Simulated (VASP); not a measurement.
Set up this calculation in VASP 6.6.1, as the native input.

```
Task                   : single point
Functional             : PBEsol
Potentials or basis    : VASP PAW PBE potentials, release 64 (K_sv, Nb_sv, O)
Cutoff                 : 600 eV
k mesh                 : 6 × 6 × 6
Occupations            : gaussian, width 0.01 eV
Spin                   : no spin polarisation
Dipole correction      : no
Further INCAR settings : ALGO = Normal; EDIFF = 1e-06; NBANDS = 28
```

The structure of KNbO3 lies in POSCAR:

```
KNbO3
1.0
    4.1082066507      0.0000000000      0.0000000000
    0.0000000000      4.1082066507      0.0000000000
    0.0000000000      0.0000000000      4.1082066507
K Nb O
1 1 3
Direct
    0.0000000000      0.0000000000      0.0000000000
    0.5000000000      0.5000000000      0.5000000000
    0.0000000000      0.5000000000      0.5000000000
    0.5000000000      0.0000000000      0.5000000000
    0.5000000000      0.5000000000      0.0000000000
```

One way to write it, as run:

INCAR

```
SYSTEM = KNbO3
  ALGO = Normal
  EDIFF = 1E-6
  ENCUT = 600
  GGA = PS
  GGA_COMPAT = .FALSE.
  ISIF = 2
  ISMEAR = 0
  LASPH = .TRUE.
  LCHARG = .TRUE.
  LELF = .TRUE.
  LREAL = .FALSE.
  LVHAR = .TRUE.
  LWAVE = .FALSE.
  NBANDS = 28
  NELM = 120
  PREC = Accurate
  SIGMA = 0.01
```

KPOINTS

```
k-points
0
G
  6 6 6
  0 0 0
```

Potentials or basis: VASP PAW PBE potentials, release 64 (K_sv, Nb_sv, O).

Launch:

```sh
$ cat potpaw_PBE.64/K_sv/POTCAR potpaw_PBE.64/Nb_sv/POTCAR potpaw_PBE.64/O/POTCAR > POTCAR
$ mpirun -np 1 vasp_std > vasp.out
```

It gave:

| Property | Result |
| --- | --- |
| Pressure | -14.2 GPa |
| Band gap on the k mesh | 1.34 eV, indirect (least direct gap 2.00 eV) |

Caveat: the PAW data sets were made with another functional, which shifts forces and pressure a little.

Run time: 42 s on 1 thread of Intel(R) Xeon(R) Platinum 8488C (Sapphire Rapids), with other jobs on the host, peak memory 0.23 GiB.
